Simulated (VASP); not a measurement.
# Te2Mo in VASP: single point with LDA

Aim: the single point of Te2Mo with LDA.

All numbers are computed with VASP 6.6.1; they aren't measurements. Logs are shortened: lines on timing, memory, paths and dates and some standing lists are left out, and cuts for length are marked.

## 1. The cell of the first run

The cell holds a slab with vacuum, 3 atoms: a = 3.467 Å, b = 3.467 Å, c = 17.520 Å, α = 90.00°, β = 90.00°, γ = 120.00°.

## 2. Single point, LDA (atom 3 (Mo) moved +0.030 Å along Cartesian [0 0 1])

Input file INCAR:

```
SYSTEM = Te2Mo
PREC = Accurate ; ENCUT = 520
EDIFF = 1E-7 ; ISMEAR = 0
SIGMA = 0.05 ; LREAL = .FALSE.
LASPH = .TRUE. ; NELM = 80
ALGO = Normal ; ISIF = 2
LWAVE = .FALSE. ; LCHARG = .FALSE.
GGA = CA ; NBANDS = 20
```

Input file KPOINTS:

```
Automatic mesh
0
G
  12 12 2
  0 0 0
```

Input file POSCAR:

```
Te2Mo
1.0
    3.4665480215      0.0000000000      0.0000000000
   -1.7332740108      3.0021186501      0.0000000000
    0.0000000000      0.0000000000     17.5198113284
Te Mo
2 1
Direct
    0.3333333333      0.6666666667      0.8975342416
    0.3333333333      0.6666666667      0.1024657584
    0.0000000000      0.0000000000      0.0017123472
```

Potentials or basis: VASP PAW LDA potentials, release 64 (Te, Mo_sv).

The run is started by

```console
cat potpaw_LDA.64/Te/POTCAR potpaw_LDA.64/Mo_sv/POTCAR > POTCAR
mpirun -np 1 vasp_std > vasp.out
```

OUTCAR:

```text
SYSTEM = Te2Mo
   PREC = Accurate
   ENCUT = 520
   EDIFF = 1E-7
   ISMEAR = 0
   LREAL = .FALSE.
   LASPH = .TRUE.
   NELM = 80
   ISIF = 2
   GGA = CA

 ion  position               nearest neighbor table
   1  0.333  0.667  0.898-   3 2.71   3 2.71   3 2.71   2 3.59
   2  0.333  0.667  0.102-   3 2.67   3 2.67   3 2.67   1 3.59
   3  0.000  0.000  0.002-   2 2.67   2 2.67   2 2.67   1 2.71   1 2.71   1 2.71

  LATTYP: Found a hexagonal cell.
 ALAT       =     3.4665480215
 C/A-ratio  =     5.0539646991

  Lattice vectors:

 A1 = (   3.4665480215,   0.0000000000,   0.0000000000)
 A2 = (  -1.7332740108,   3.0021186501,   0.0000000000)
 A3 = (   0.0000000000,   0.0000000000,  17.5198113284)

Analysis of symmetry for initial positions (statically):
=====================================================================
 Subroutine PRICEL returns:
 Original cell was already a primitive cell.

 Routine SETGRP: Setting up the symmetry group for a
 hexagonal supercell.

 Subroutine GETGRP returns: Found  6 space group operations
 (whereof  6 operations were pure point group operations)
 out of a pool of 24 trial point group operations.

The static configuration has the point symmetry C_3v.

Analysis of symmetry for dynamics (positions and initial velocities):
=====================================================================
 Subroutine PRICEL returns:
 Original cell was already a primitive cell.

 Routine SETGRP: Setting up the symmetry group for a
 hexagonal supercell.

 Subroutine GETGRP returns: Found  6 space group operations
 (whereof  6 operations were pure point group operations)
 out of a pool of 24 trial point group operations.

The dynamic configuration has the point symmetry C_3v.

 Subroutine INISYM returns: Found  6 space group operations
 (whereof  6 operations are pure point group operations),
 and found     1 'primitive' translations

----------------------------------------------------------------------------------------

                                     Primitive cell

  volume of cell :     182.3285

  direct lattice vectors                    reciprocal lattice vectors
     3.466548021  0.000000000  0.000000000     0.288471411  0.166549047  0.000000000
    -1.733274011  3.002118650  0.000000000     0.000000000  0.333098094  0.000000000
     0.000000000  0.000000000 17.519811328     0.000000000  0.000000000  0.057078240

  length of vectors
     3.466548021  3.466548022 17.519811328     0.333098094  0.333098094  0.057078240

  position of ions in fractional coordinates (direct lattice)
     0.333333333  0.666666667  0.897534242
     0.333333333  0.666666667  0.102465758
     0.000000000  0.000000000  0.001712347

  ion indices of the primitive-cell ions
   primitive index   ion index
                 1           1
                 2           2
                 3           3

----------------------------------------------------------------------------------------

 KPOINTS: Automatic mesh

Automatic generation of k-mesh.
 Grid dimensions read from file:
 generate k-points for:   12   12    2

 Generating k-lattice:

  Cartesian coordinates                     Fractional coordinates (reciprocal lattice)
     0.024039284  0.013879087  0.000000000     0.083333333  0.000000000  0.000000000
     0.000000000  0.027758174  0.000000000     0.000000000  0.083333333  0.000000000
     0.000000000  0.000000000  0.028539120     0.000000000  0.000000000  0.500000000

  Length of vectors
     0.027758174  0.027758174  0.028539120

  Shift w.r.t. Gamma in fractional coordinates (k-lattice)
     0.000000000  0.000000000  0.000000000

 Subroutine IBZKPT returns following result:
 ===========================================

 Found     38 irreducible k-points:

 Following reciprocal coordinates:
            Coordinates               Weight
  0.000000  0.000000  0.000000      1.000000
  0.083333  0.000000  0.000000      6.000000
  0.166667  0.000000  0.000000      6.000000
  0.250000  0.000000  0.000000      6.000000
  0.333333  0.000000  0.000000      6.000000
  0.416667  0.000000  0.000000      6.000000
[... 16 lines left out ...]
  0.250000  0.000000  0.500000      6.000000
  0.333333  0.000000  0.500000      6.000000
 [... further k-points ...]
   k-points           NKPTS =     38   k-points in BZ     NKDIM =     38   number of bands    NBANDS=     20
   number of dos      NEDOS =    301   number of ions     NIONS =      3
   total plane-waves  NPLWV = 109760
   dimension x,y,z NGX =    28 NGY =   28 NGZ =  140
   dimension x,y,z NGXF=    56 NGYF=   56 NGZF=  280
   ions per type =               2   1
   NGX,Y,Z   is equivalent  to a cutoff of  13.43, 13.43, 13.28 a.u.
   NGXF,Y,Z  is equivalent  to a cutoff of  26.86, 26.86, 26.57 a.u.
 SYSTEM =  Te2Mo
   PREC   = accura    normal or accurate (medium, high low for compatibility)
   ISTART =      0    job   : 0-new  1-cont  2-samecut
   ICHARG =      2    charge: 1-file 2-atom 10-const
   ISPIN  =      1    spin polarized calculation?
   LNONCOLLINEAR =      F non collinear calculations
   LSORBIT =      F    spin-orbit coupling
   LASPH  =      T    aspherical Exc in radial PAW
   ENCUT  =  520.0 eV  38.22 Ry    6.18 a.u.   6.45  6.45 32.58*2*pi/ulx,y,z
   NELM   =     80;   NELMIN=  2; NELMDL= -5     # of ELM steps
   EDIFF  = 0.1E-06   stopping-criterion for ELM
   LREAL  =      F    real-space projection
   EDIFFG = 0.1E-05   stopping-criterion for IOM
   NSW    =      0    number of steps for IOM
   IBRION =     -1    ionic relax: 0-MD 1-quasi-New 2-CG
   NFREE  =      0    steps in history (QN), initial steepest desc. (CG)
   ISIF   =      2    stress and relaxation
   ISYM   =      2    0-nonsym 1-usesym 2-fastsym
   POTIM  = 0.5000    time-step for ionic-motion
   TEBEG  =    0.0;   TEEND  =   0.0 temperature during run
   PSTRESS=    0.0 pullay stress
   NELECT =      26.0000    total number of electrons
   NUPDOWN=      -1.0000    fix difference up-down
   EMIN   =  10.00;   EMAX   =-10.00  energy-range for DOS
   EFERMI =   0.00;   METHOD = LEGACY
   ISMEAR =     0;   SIGMA  =   0.05  broadening in eV -4-tet -1-fermi 0-gaus
   EFERMI_NEDOS =   21; number of points for ismear=-14 and -15
   IALGO  =     38    algorithm
   IMIX   =      4    mixing-type and parameters
     AMIX     =   0.40;   BMIX     =  1.00
     AMIX_MAG =   1.60;   BMIX_MAG =  1.00
  volume/ion in A,a.u.               =      60.78       410.14
  Fermi-wavevector in a.u.,A,eV,Ry     =   0.855292  1.616268  9.952995  0.731525
  Thomas-Fermi vector in A             =   1.972019
   LORBIT       =      0    0 simple, 1 ext, 2 COOP (PROOUT), +10 PAW based schemes
   GGA     = CA    functional components
   LHFCALC =     F    Hartree Fock is set to
   AEXX    =    0.0000 exact exchange contribution
   IVDW    =     0    specifies the selected vdW correction
   LEPSILON=     F    determine dielectric tensor
   LRPA    =     F    only Hartree local field effects (RPA)
 non-spin polarized calculation
 Gauss-broadening in eV      SIGMA  =   0.05
  energy-cutoff  :      520.00
  volume of cell :      182.33
 maximum number of plane-waves:      4961
 NGX is ok and might be reduce to    28
   NGX = 13   NGY = 13   NGZ = 65

 number of electron      26.0000002 magnetization

 Free energy of the ion-electron system (eV)
  ---------------------------------------------------
  ext. energy  EPLUGINS =         0.00000000
  ---------------------------------------------------
  free energy    TOTEN  =       -20.46141070 eV

  energy without entropy =      -20.46141070  energy(sigma->0) =      -20.46141070

 E-fermi :   0.5263     XC(G=0):  -4.9405

 val. band max:        0.1731664718   @ k =   0.3333   0.3333   0.5000
 cond. band min:       1.4157070638   @ k =   0.3333   0.3333   0.0000
 fundamental gap:      1.2425405920
 Fermi energy:         0.5263120455

 k-point     1 :       0.0000    0.0000    0.0000
  band No.  band energies     occupation
      1     -60.0457      2.00000
      2     -34.4430      2.00000
      3     -34.2628      2.00000
      4     -34.2628      2.00000
      5     -12.6933      2.00000
      6     -11.6969      2.00000
[... 12 lines left out ...]
     19       4.9824      0.00000
     20       5.9406      0.00000

 k-point     2 :       0.0833    0.0000    0.0000
  band No.  band energies     occupation
      1     -60.0448      2.00000
      2     -34.4405      2.00000
      3     -34.2735      2.00000
      4     -34.2652      2.00000
      5     -12.5896      2.00000
      6     -11.6256      2.00000
[... 12 lines left out ...]
     19       5.1059      0.00000
     20       6.0990      0.00000

 k-point     3 :       0.1667    0.0000    0.0000
  band No.  band energies     occupation
      1     -60.0425      2.00000
      2     -34.4339      2.00000
      3     -34.3028      2.00000
      4     -34.2720      2.00000
      5     -12.2877      2.00000
      6     -11.4182      2.00000
[... 12 lines left out ...]
     19       5.4576      0.00000
     20       6.4110      0.00000

 k-point     4 :       0.2500    0.0000    0.0000
  band No.  band energies     occupation
      1     -60.0393      2.00000
      2     -34.4248      2.00000
      3     -34.3425      2.00000
      4     -34.2812      2.00000
      5     -11.8189      2.00000
      6     -11.0980      2.00000
[... 12 lines left out ...]
     19       5.9852      0.00000
     20       6.8083      0.00000

 k-point     5 :       0.3333    0.0000    0.0000
  band No.  band energies     occupation
      1     -60.0361      2.00000
      2     -34.4157      2.00000
      3     -34.3819      2.00000
      4     -34.2904      2.00000
      5     -11.2509      2.00000
      6     -10.7177      2.00000
[... 12 lines left out ...]
     19       6.1859      0.00000
     20       6.3504      0.00000
[... 353 lines left out ...]
      6     -11.6256      2.00000
[... 12 lines left out ...]
     19       4.9200      0.00000
     20       6.3989      0.00000

 k-point    22 :       0.1667    0.0000    0.5000
  band No.  band energies     occupation
      1     -60.0425      2.00000
      2     -34.4339      2.00000
      3     -34.3028      2.00000
      4     -34.2720      2.00000
      5     -12.2877      2.00000
      6     -11.4182      2.00000
[... 12 lines left out ...]
     19       5.2696      0.00000
     20       6.7341      0.00000

 k-point    23 :       0.2500    0.0000    0.5000
  band No.  band energies     occupation
      1     -60.0393      2.00000
      2     -34.4248      2.00000
      3     -34.3425      2.00000
      4     -34.2812      2.00000
      5     -11.8189      2.00000
      6     -11.0980      2.00000
[... 12 lines left out ...]
     19       5.8148      0.00000
     20       7.1402      0.00000

 k-point    24 :       0.3333    0.0000    0.5000
  band No.  band energies     occupation
      1     -60.0361      2.00000
      2     -34.4157      2.00000
      3     -34.3819      2.00000
      4     -34.2904      2.00000
      5     -11.2509      2.00000
      6     -10.7178      2.00000
[... 12 lines left out ...]
     19       6.2060      0.00000
     20       6.3066      0.00000

 [... further k-points ...]

------------------------ aborting loop because EDIFF is reached ----------------------------------------

  FORCE on cell =-STRESS in cart. coord.  units (eV):
  Direction    XX          YY          ZZ          XY          YZ          ZX
  --------------------------------------------------------------------------------------
  -------------------------------------------------------------------------------------
  Total        0.1307346      0.1307346      0.2093471     -0.0000000      0.0000000      0.0000000
  in kB        1.1488062      1.1488062      1.8395983     -0.0000000      0.0000000      0.0000000
  external PRESSURE =       1.3790702 kB  Pullay stress =       0.0000000 kB

 VOLUME and BASIS-vectors are now :
 -----------------------------------------------------------------------------
  energy-cutoff  :      520.00
  volume of cell :      182.33
      direct lattice vectors                 reciprocal lattice vectors
     3.466548021  0.000000000  0.000000000     0.288471411  0.166549047  0.000000000
    -1.733274011  3.002118650  0.000000000     0.000000000  0.333098094  0.000000000
     0.000000000  0.000000000 17.519811328     0.000000000  0.000000000  0.057078240

 POSITION                                       TOTAL-FORCE (eV/Angst)
 -----------------------------------------------------------------------------------
     -0.00000      2.00141     15.72463         0.000000      0.000000      0.281220
     -0.00000      2.00141      1.79518        -0.000000      0.000000      0.417058
      0.00000      0.00000      0.03000         0.000000     -0.000000     -0.698279
 -----------------------------------------------------------------------------------
    total drift:                                0.000000     -0.000000      0.000027

  FREE ENERGIE OF THE ION-ELECTRON SYSTEM (eV)
  ---------------------------------------------------
  free  energy   TOTEN  =       -20.4614107044 eV

  energy  without entropy=      -20.4614107044  energy(sigma->0) =      -20.46141070
```

Wall time 2 min (1 thread of AMD EPYC 9R45 (Zen 5), shared host); peak memory 0.3 GiB.

What came out:

```
Free energy            : -20.4614 eV
Largest force          : 0.698 eV/Å
Band gap on the k mesh : 1.24 eV
```

Forces in eV/Å, atoms in the order of the input:
```
Te   0.000  0.000  0.281
Te   0.000  0.000  0.417
Mo   0.000  0.000 -0.698
```

Caveat: the cell differs from its parent crystal (atom 3 (Mo) moved +0.030 Å along Cartesian [0 0 1]); spin-orbit coupling is left out, which moves the levels of the heavy elements.
